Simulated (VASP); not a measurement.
Input of a VASP 6.6.1 run:

File INCAR:

```
PREC = Accurate
ENCUT = 520
EDIFF = 1E-6
ISMEAR = 0
SIGMA = 0.02
LREAL = Auto
LASPH = T
NELM = 150
ALGO = Normal
ISIF = 2
LWAVE = F
LCHARG = T
ISPIN = 2
MAGMOM = 0 0 0 0 0 0 0 0 0 0 0 0 0 0 0 0 0 0 0 0 0 0.05 0
LORBIT = 11
GGA = PE
LELF = T
LVHAR = T
NBANDS = 82
NELECT = 121.0
```

File KPOINTS:

```
regular mesh
0
Gamma
  2 2 3
```

The input POSCAR:

```
Si8O15
1.0
   -4.1564000000     -4.1564000000      0.0000000000
    4.1564000000     -4.1564000000      0.0000000000
    0.0000000000      0.0000000000      5.3204000000
Si O
8 15
Direct
    0.5010466991      0.5031102637      0.0304715811
    0.0006755846      0.4978784525      0.2502052477
    0.5009476951      0.5030817534      0.4700195474
    0.0008810509      0.4966988259      0.7502187805
    0.0005947455     -0.0007030122      0.0001398391
    0.5006316765      0.0053576412      0.2502112623
    0.0005815128     -0.0006984410      0.5002913315
    0.5005989558     -0.0510197527      0.7502091948
    0.1964673756      0.4986355981      0.0075146606
    0.0005526417      0.1917002695      0.2502127660
    0.8044168030      0.4984099220      0.0074466206
    0.0002743961      0.8056357665      0.2502195324
    0.1964731498      0.4986262150      0.4928977145
    0.0005791069      0.1945869021      0.7502195324
    0.8044101867      0.4984021028      0.4929629351
    0.0003091618      0.8023951015      0.7502133298
    0.6920620008      0.0063231402     -0.0045299226
    0.5004419690      0.7047103262      0.2502343809
    0.3090005774      0.0059270041     -0.0045660101
    0.5000475171      0.3011333125      0.2502116382
    0.6920603166      0.0063363728      0.5049637245
    0.4999993985      0.4712153546      0.7502180287
    0.3089999759      0.0059427630      0.5049988723
```

Potentials or basis: VASP PAW PBE potentials, release 64 (Si, O).

Launch:

```console
$ cat potpaw_PBE.64/Si/POTCAR potpaw_PBE.64/O/POTCAR > POTCAR
$ mpirun -np 1 vasp_std > vasp.out
```

**Question.** What does it give for the net moment?

**Answer.** 1.00 μB per cell.

**Question.** Predict the largest force.

**Answer.** 2.935 eV/Å.

Forces on the atoms (eV/Å):
```
Si   0.150 -0.111 -0.093
Si   0.129 -0.105  0.001
Si   0.147 -0.117  0.072
Si   0.058 -0.033 -0.003
Si   0.056 -0.049 -0.032
Si   0.179 -0.155  0.000
Si   0.055 -0.049  0.032
Si  -0.025  0.027  0.001
O    0.161 -0.215  0.014
O    0.089 -0.096  0.000
O    0.197 -0.178  0.014
O    0.073 -0.081 -0.001
O    0.164 -0.213 -0.012
O    0.075 -0.082  0.000
O    0.197 -0.179 -0.011
O    0.035 -0.043  0.000
O    0.013  0.003 -0.078
O    0.184 -0.203  0.002
O    0.000 -0.017 -0.075
O    0.130 -0.162  0.002
O    0.014  0.003  0.078
O   -2.080  2.071  0.016
O   -0.001 -0.016  0.073
```

Caveat: the k points lie up to 0.53 Å⁻¹ apart; the cell carries a net charge on a neutralising background, which shifts energy and pressure.
